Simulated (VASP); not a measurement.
# SiO2: electric field gradients with r2SCAN

SiO2:

```
Si O
1.0
     4.97800    0.00000    0.00000
     0.00000    4.97800    0.00000
     0.00000    0.00000    6.94800
Si O
4 8
Direct
  0.30431 0.30431 0.00000
  0.19569 0.80431 0.25000
  0.69569 0.69569 0.50000
  0.80431 0.19569 0.75000
  0.23685 0.11492 0.18435
  0.38508 0.73685 0.43435
  0.76315 0.88508 0.68435
  0.61492 0.26315 0.93435
  0.73685 0.38508 0.56565
  0.88508 0.76315 0.31565
  0.26315 0.61492 0.06565
  0.11492 0.23685 0.81565
```

| Item | Value |
| --- | --- |
| Program | VASP 6.6.1 |
| Task | electric field gradients |
| Functional | r2SCAN |
| Potentials or basis | VASP PAW PBE potentials, release 64 (Si, O) |
| Cutoff | 520 eV |
| k mesh | 5 × 5 × 4 |
| Occupations | fermi-dirac, width 0.02 eV |
| Spin | no spin polarisation |
| Dipole correction | no |
| Further INCAR settings | ALGO = Normal; EDIFF = 1e-08; NBANDS = 44 |

```
Pressure                                : -3.4 GPa
Largest force                           : 0.293 eV/Å
Band gap on the k mesh                  : 6.26 eV
Largest electric field gradient by atom : Si -3.9; O +88.9 V/Å²
```

Forces on the atoms (eV/Å):
```
Si   0.053  0.053  0.000
Si  -0.053  0.053  0.000
Si  -0.053 -0.053  0.000
Si   0.053 -0.053  0.000
O    0.047 -0.148 -0.249
O    0.148  0.047 -0.249
O   -0.047  0.148 -0.249
O   -0.148 -0.047 -0.249
O    0.047  0.148  0.249
O    0.148 -0.047  0.249
O   -0.047 -0.148  0.249
O   -0.148  0.047  0.249
```

Stress tensor (GPa, compression positive):
```
-3.11  0.00  0.00
 0.00 -3.11  0.00
 0.00  0.00 -3.92
```

Levels at points of the mesh, in eV from the valence-band top:
| k point | band 29 | band 30 | band 31 | band 32 | band 33 | band 34 | band 35 | band 36 |
| --- | --- | --- | --- | --- | --- | --- | --- | --- |
| (0.00, 0.00, 0.00) | -0.68 | -0.34 | -0.34 | 0.00 | 6.26 | 9.59 | 9.59 | 9.98 |
| (0.00, 0.00, 0.50) | -0.55 | -0.55 | -0.38 | -0.38 | 7.56 | 7.56 | 10.18 | 10.18 |

Electric field gradients, principal values (V/Å²):
| atom | least | middle | greatest (by size) |
| --- | --- | --- | --- |
| 1 Si | 0.488 | 3.402 | -3.890 |
| 2 Si | 0.488 | 3.402 | -3.890 |
| 3 Si | 0.488 | 3.402 | -3.890 |
| 4 Si | 0.488 | 3.402 | -3.890 |
| 5 O | -35.821 | -53.074 | 88.896 |
| 6 O | -35.821 | -53.074 | 88.896 |
| 7 O | -35.821 | -53.074 | 88.896 |
| 8 O | -35.821 | -53.074 | 88.896 |
| 9 O | -35.821 | -53.074 | 88.896 |
| 10 O | -35.821 | -53.074 | 88.896 |
| 11 O | -35.821 | -53.074 | 88.896 |
| 12 O | -35.821 | -53.074 | 88.896 |

Wall time 10 min on 1 thread of Intel(R) Xeon(R) Platinum 8259CL CPU @ 2.50GHz (Skylake/Cascade Lake), on a shared host, peak memory 0.35 GiB.

Caveat: the cell stands under tension; without QUAD_EFG the Cq values of the log hold for a quadrupole moment of 1 mb, not for the nuclei; the PAW data sets were made with another functional, which shifts forces and pressure a little. A k mesh can miss the band edges.
